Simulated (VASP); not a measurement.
Write the native input for VASP 6.6.1 that does the following.

```
Task                   : single point
Functional             : LDA
Potentials or basis    : VASP PAW LDA potentials, release 64 (Sr_sv, B)
Cutoff                 : 520 eV
k mesh                 : 8 × 8 × 8
Occupations            : gaussian, width 0.01 eV
Spin                   : no spin polarisation
Dipole correction      : no
Further INCAR settings : ALGO = Normal; EDIFF = 1e-07; NBANDS = 23
```

The structure of SrB6 lies in POSCAR:

```
SrB6
1.0
    4.1358604886      0.0000000000      0.0000000000
    0.0000000000      4.1358604886      0.0000000000
    0.0000000000      0.0000000000      4.1358604886
Sr B
1 6
Direct
    0.0000000000      0.0000000000      0.0000000000
    0.5000000000      0.5000000000      0.2029943935
    0.5000000000      0.5000000000      0.7970056065
    0.2029943935      0.5000000000      0.5000000000
    0.7970056065      0.5000000000      0.5000000000
    0.5000000000      0.2029943935      0.5000000000
    0.5000000000      0.7970056065      0.5000000000
```

These files were run (other wordings do the same):

INCAR

```
PREC = Accurate
ENCUT = 520
EDIFF = 1E-7
ISMEAR = 0
SIGMA = 0.01
LREAL = F
LASPH = T
NELM = 100
ALGO = Normal
ISIF = 2
LWAVE = F
LCHARG = F
GGA = CA
NBANDS = 23
```

KPOINTS

```
regular mesh
0
Gamma
  8 8 8
```

Potentials or basis: VASP PAW LDA potentials, release 64 (Sr_sv, B).

Run with:

```bash
$ cat potpaw_LDA.64/Sr_sv/POTCAR potpaw_LDA.64/B/POTCAR > POTCAR
$ mpirun -np 1 vasp_std > vasp.out
```

Results of the run:

```
Pressure               : 0.4 GPa
Largest force          : 0.019 eV/Å
Band gap on the k mesh : 0.07 eV
```

Run time: 44 s on 1 thread of Intel(R) Xeon(R) Platinum 8488C (Sapphire Rapids), with other jobs on the host, peak memory 0.18 GiB.
